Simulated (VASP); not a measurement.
AlB2N3:

```xyz
12
Lattice="2.5911 0.0000 0.0000 -1.2955 2.2439 0.0000 0.0000 0.0000 21.2967" Properties=species:S:1:pos:R:3 pbc="T T T"
Al    0.0000    0.0000    5.3242
Al    0.0000    0.0000   15.9725
B     0.0000    0.0000   19.5220
B     0.0000    0.0000   12.4231
B     0.0000    0.0000    1.7747
B     0.0000    0.0000    8.8736
N     1.2955    0.7480   15.9725
N     1.2955    0.7480    1.7747
N     1.2955    0.7480    8.8736
N     0.0000    1.4959   19.5220
N     0.0000    1.4959    5.3242
N     0.0000    1.4959   12.4231
```

```yaml
Program: VASP 6.6.1
Task: relaxation of cell and atoms
Functional: PBE
Potentials_or_basis: VASP PAW PBE potentials, release 64 (Al, B, N)
Cutoff: 600 eV
k_mesh: 6 × 6 × 1
Occupations: gaussian, width 0.1 eV
Spin: no spin polarisation
```

At the start: pressure 47.1 GPa; volume 10.32 Å³/atom.

Task: Where does the relaxation end?

Result: Over 11 steps the energy falls by 290.7 meV/atom and the volume is 13.25 Å³/atom (+28.4 %); space group P6_3/mmc (No. 194, to 0.05 Å).

The path:
| step | energy change (eV) | largest force (eV/Å) | pressure (GPa) | volume (Å³) |
| --- | --- | --- | --- | --- |
| 1 | 0.0000 | 0.0235 | 47.07 | 123.82 |
| 2 | 5.6679 | 0.0091 | -35.57 | 184.26 |
| 3 | -3.3710 | 0.0190 | -3.41 | 144.00 |
| 4 | -3.4110 | 0.0193 | -0.26 | 142.15 |
| 5 | -3.4124 | 0.0193 | 0.49 | 141.73 |
| 6 | -3.4183 | 0.0102 | 0.46 | 142.38 |
| 7 | -3.4339 | 0.0439 | 0.39 | 144.34 |
| 8 | -3.4565 | 0.1141 | 0.26 | 148.24 |
| 9 | -3.4748 | 0.2644 | 0.06 | 156.06 |
| 10 | -3.4809 | 0.1944 | 0.06 | 156.85 |
| 11 | -3.4887 | 0.0043 | 0.06 | 158.97 |

Final structure:
```cif
data_structure
_symmetry_space_group_name_H-M 'P 1'
_symmetry_Int_Tables_number 1
_cell_length_a 2.7699
_cell_length_b 2.7699
_cell_length_c 23.9239
_cell_angle_alpha 90.000
_cell_angle_beta 90.000
_cell_angle_gamma 120.000
_cell_volume 158.97
loop_
_atom_site_label
_atom_site_type_symbol
_atom_site_fract_x
_atom_site_fract_y
_atom_site_fract_z
_atom_site_occupancy
Al1 Al 0.00000 0.00000 0.25000 1
Al2 Al 0.00000 0.00000 0.75000 1
B1 B 0.00000 0.00000 0.91711 1
B2 B 0.00000 0.00000 0.58289 1
B3 B 0.00000 0.00000 0.08289 1
B4 B 0.00000 0.00000 0.41711 1
N1 N 0.66667 0.33333 0.75000 1
N2 N 0.66667 0.33333 0.08286 1
N3 N 0.66667 0.33333 0.41714 1
N4 N 0.33333 0.66667 0.91714 1
N5 N 0.33333 0.66667 0.25000 1
N6 N 0.33333 0.66667 0.58286 1
```

Caveat: the k points lie up to 0.44 Å⁻¹ apart in the final cell; the volume moved by over 15 % at a fixed basis, so the end points are rough.
